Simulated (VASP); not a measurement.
The system is Ta4O.

```
Ta O
1.0
     0.05694   -3.22821   -0.00664
    -6.44856    0.11387    0.14157
     0.16087   -0.01508   -7.35146
Ta O
8 2
Direct
  0.03666 0.53199 0.50240
  0.99047 0.99074 0.47258
  0.50418 0.76120 0.22175
  0.52882 0.20608 0.20593
  0.52087 0.75918 0.77668
  0.47349 0.26341 0.79073
  0.95452 0.99311 0.00014
  0.03424 0.50941 0.01164
  0.49351 0.76739 0.51968
  0.46325 0.21751 0.49847
```

```yaml
Program: VASP 6.6.1
Task: relaxation of cell and atoms
Functional: PBE
Potentials_or_basis: VASP PAW PBE potentials, release 64 (Ta_pv, O)
Cutoff: 600 eV
k_mesh: 6 × 4 × 4
Occupations: gaussian, width 0.2 eV
Spin: no spin polarisation
```

At the start: pressure 14.9 GPa; volume 15.29 Å³/atom.

Q: Where does the relaxation end?

A: Over 34 steps the energy falls by 259.8 meV/atom and the volume is 15.70 Å³/atom (+2.6 %); space group P1 (No. 1, to 0.1 Å) before, P4/mmm (No. 123, to 0.1 Å).

The path:
| step | energy change (eV) | largest force (eV/Å) | pressure (GPa) | volume (Å³) |
| --- | --- | --- | --- | --- |
| 1 | 0.0000 | 5.5857 | 14.85 | 152.92 |
| 2 | 0.3642 | 1.2002 | -24.34 | 186.23 |
| 3 | -1.6399 | 1.9780 | -8.68 | 166.76 |
| 4 | -1.6456 | 2.1014 | -7.78 | 166.01 |
| 5 | -2.3267 | 0.9726 | 4.17 | 155.57 |
| 6 | -2.3389 | 0.8912 | 2.55 | 156.68 |
| 7 | -2.4423 | 0.5577 | -1.40 | 159.19 |
| 8 | -2.4445 | 0.4936 | -0.95 | 158.86 |
| 9 | -2.4864 | 0.3819 | 0.57 | 157.59 |
| 10 | -2.4960 | 0.4392 | 1.79 | 156.64 |
| 11 | -2.5207 | 0.3424 | 0.46 | 157.44 |
| 12 | -2.5294 | 0.3209 | -0.89 | 158.30 |
| 13 | -2.5444 | 0.2681 | -0.35 | 157.81 |
| 14 | -2.5525 | 0.2698 | 0.45 | 157.15 |
| 15 | -2.5587 | 0.2382 | -0.20 | 157.55 |
| 16 | -2.5603 | 0.2165 | -0.71 | 157.87 |
| 17 | -2.5654 | 0.2167 | -0.23 | 157.45 |
| 18 | -2.5688 | 0.2550 | 0.60 | 156.76 |
| 19 | -2.5734 | 0.2206 | 0.48 | 156.79 |
| 20 | -2.5810 | 0.1732 | 0.15 | 156.89 |
| 21 | -2.5811 | 0.1744 | 0.09 | 156.91 |
| 22 | -2.5851 | 0.1298 | -0.06 | 157.01 |
| 23 | -2.5892 | 0.1447 | -0.39 | 157.27 |
| 24 | -2.5916 | 0.1117 | 0.31 | 156.76 |
| 25 | -2.5916 | 0.1111 | 0.45 | 156.65 |
| 26 | -2.5938 | 0.0751 | 0.20 | 156.82 |
| 27 | -2.5946 | 0.1007 | -0.07 | 157.00 |
| 28 | -2.5958 | 0.0572 | -0.06 | 156.99 |
| 29 | -2.5964 | 0.0642 | -0.04 | 156.97 |
| 30 | -2.5969 | 0.0408 | 0.06 | 156.91 |
| 31 | -2.5971 | 0.0451 | 0.17 | 156.83 |
| 32 | -2.5973 | 0.0442 | -0.08 | 157.00 |
| 33 | -2.5973 | 0.0441 | -0.11 | 157.02 |
| 34 | -2.5976 | 0.0246 | -0.04 | 156.96 |

Final structure:
```
Ta O
1.0
     0.00041   -3.27376   -0.00029
    -6.48077   -0.00015   -0.00148
    -0.00248   -0.00043   -7.39815
Ta O
8 2
Cartesian
  -3.2410 -0.0012 -3.6985
  -0.0020 -3.2725 -3.6981
  -4.8621 -1.6371 -1.6073
  -1.6208 -1.6366 -1.6049
  -4.8644 -1.6374 -5.7948
  -1.6243 -1.6370 -5.7940
  -0.0018 -3.2734 -0.0007
  -3.2427 -0.0003 -0.0009
  -4.8525 -1.6383 -3.7016
  -1.6194 -1.6374 -3.6992
```
